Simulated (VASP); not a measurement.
Crystal: MgO.

```
CELL_PARAMETERS angstrom
0.00000 2.12450 2.12450
2.12450 0.00000 2.12450
2.12450 2.12450 0.00000
ATOMIC_POSITIONS crystal
Mg 0.00000 0.00000 0.00000
O 0.50000 0.50000 0.50000
```

* Program: VASP 6.6.1
* Task: relaxation of cell and atoms
* Functional: r2SCAN
* Potentials or basis: VASP PAW PBE potentials, release 64 (Mg_sv, O)
* Cutoff: 750 eV
* k mesh: 10 × 10 × 10
* Occupations: gaussian, width 0.02 eV
* Spin: no spin polarisation

At the start: pressure -4.9 GPa; volume 9.59 Å³/atom.

Problem. How do energy, volume and symmetry change on relaxing?

Solution. Over 4 steps the energy falls by 4.4 meV/atom and the volume is 9.29 Å³/atom (-3.1 %); space group Fm-3m (No. 225, to 0.1 Å) before and after.

Step by step:
```tsv
step	energy change (eV)	largest force (eV/Å)	pressure (GPa)	volume (Å³)
1	0.0000	0.0000	-4.88	19.18
2	-0.0073	0.0000	1.86	18.38
3	-0.0087	0.0000	-0.15	18.61
4	-0.0087	0.0000	0.00	18.59
```

Final structure:
```cif
data_structure
_symmetry_space_group_name_H-M 'P 1'
_symmetry_Int_Tables_number 1
_cell_length_a 2.9734
_cell_length_b 2.9734
_cell_length_c 2.9734
_cell_angle_alpha 60.000
_cell_angle_beta 60.000
_cell_angle_gamma 60.000
_cell_volume 18.59
loop_
_atom_site_label
_atom_site_type_symbol
_atom_site_fract_x
_atom_site_fract_y
_atom_site_fract_z
_atom_site_occupancy
Mg1 Mg 0.00000 0.00000 0.00000 1
O1 O 0.50000 0.50000 0.50000 1
```

Caveat: the PAW data sets were made with another functional, which shifts forces and pressure a little.
